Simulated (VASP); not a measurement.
Wanted: the native input for a VASP 6.6.1 run.

```yaml
Task: single point
Functional: PBEsol
Potentials_or_basis: VASP PAW PBE potentials, release 64 (Ru_pv)
Cutoff: 520 eV
k_mesh: 21 × 21 × 12
Occupations: gaussian, width 0.15 eV
Spin: no spin polarisation
Dipole_correction: no
Further_INCAR_settings: ALGO = Fast; EDIFF = 1e-06; NBANDS = 21
```

The structure of Ru lies in POSCAR:

```
Ru
1.0
    2.6605760047      0.0000000000      0.0000000000
   -1.3302880023      2.3041264088      0.0000000000
    0.0000000000      0.0000000000      4.4849329712
Ru
2
Direct
    0.3333333333      0.6666666667      0.2500000000
    0.6666666667      0.3333333333      0.7500000000
```

This cell differs from its parent crystal: volume 13.747 Å^3 an atom, c/a of the conventional cell 1.6857.

These files were run (other wordings do the same):

INCAR

```
SYSTEM = Ru
ALGO = Fast
EDIFF = 1E-6
ENCUT = 520
GGA = PS
ISIF = 2
ISMEAR = 0
LASPH = .TRUE.
LCHARG = .FALSE.
LREAL = .FALSE.
LWAVE = .FALSE.
NBANDS = 21
NELM = 80
PREC = Accurate
SIGMA = 0.15
```

KPOINTS

```
k-points
0
G
  21 21 12
  0 0 0
```

Potentials or basis: VASP PAW PBE potentials, release 64 (Ru_pv).

Command:

```console
$ cat potpaw_PBE.64/Ru_pv/POTCAR > POTCAR
$ mpirun -np 1 vasp_std > vasp.out
```

It gave:

| Property | Result |
| --- | --- |
| Pressure | -9.4 GPa |
| Band gap on the k mesh | zero (band 14 reaches 14.11 eV, above the bottom of band 15 at 11.10 eV) |

Caveat: the PAW data sets were made with another functional, which shifts forces and pressure a little.

Run time: 3.2 min on 1 thread of Intel(R) Xeon(R) Platinum 8259CL CPU @ 2.50GHz (Skylake/Cascade Lake) (shared host), peak memory 0.26 GiB.
